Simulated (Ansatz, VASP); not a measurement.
Two plane-wave programs on MgO

Contents of INCAR:

```
SYSTEM = MgO
  ALGO = Normal
  EDIFF = 1E-6
  ENCUT = 520
  GGA = PE
  ISIF = 2
  ISMEAR = 0
  LASPH = .True.
  LCHARG = .False.
  LREAL = .False.
  LWAVE = .False.
  NBANDS = 16
  NELM = 80
  PREC = Accurate
  SIGMA = 0.05
```

KPOINTS

```
k-points
0
Gamma
  9 9 6
  0 0 0
```

POSCAR

```
MgO
1.0
    3.5584561133      0.0000000000      0.0000000000
   -1.7792280567      3.0817133923      0.0000000000
    0.0000000000      0.0000000000      4.2840955915
Mg O
2 2
Direct
    0.6666666667      0.3333333333      0.7500000000
    0.3333333333      0.6666666667      0.2500000000
    0.6666666667      0.3333333333      0.2500000000
    0.3333333333      0.6666666667      0.7500000000
```

Input for Ansatz:

```yaml
crystal:
  lattice:
    - [3.5584561133, 0.0, 0.0]
    - [-1.7792280567, 3.0817133923, 0.0]
    - [0.0, 0.0, 4.2840955915]
  atoms:
    - { symbol: Mg, position: [0.6666666667, 0.3333333333, 0.75] }
    - { symbol: Mg, position: [0.3333333333, 0.6666666667, 0.25] }
    - { symbol: O, position: [0.6666666667, 0.3333333333, 0.25] }
    - { symbol: O, position: [0.3333333333, 0.6666666667, 0.75] }
basis:
  ecutwfc: 520.0
kpoints:
  mp_grid: { grid: [9, 9, 6] }
hamiltonian:
  xc: pbe
  pseudopotentials: { kind: paw, azcp: { folder: soft_1 } }
scf:
  occupations: { method: gaussian, width: 0.05 }
output:
  forces: true
  stress: true
  eigenvalues: true
```

Alike in both runs: task single point; functional PBE; k mesh 9 × 9 × 6; occupations gaussian, width 0.05 eV; no spin polarisation.

|  | VASP | Ansatz |
| --- | --- | --- |
| version | VASP 6.6.1 | Ansatz 0.2.0 |
| potentials or method | VASP PAW PBE potentials, release 64 (Mg, O), cutoff 520 eV | scalar-relativistic, plane waves, PAW |
| valence electrons in the cell | 16 | 32 |

Ansatz gave:

| Property | Result |
| --- | --- |
| gap on the k mesh at the Fermi level (eV) | 3.12 |
| least direct gap on the mesh (eV) | 3.12 |
| pressure (GPa) | -3.7 |
| traceless stress, the component that is largest in VASP (GPa) | -0.12 |

Which values does VASP return?

gap on the k mesh at the Fermi level (eV): 3.10; least direct gap on the mesh (eV): 3.10; pressure (GPa): -4.2; traceless stress, the component that is largest in VASP (GPa): -0.22.

VASP's potentials hold 16 valence electrons a cell and Ansatz's 32, so a difference there can come from the potentials and not from the codes.
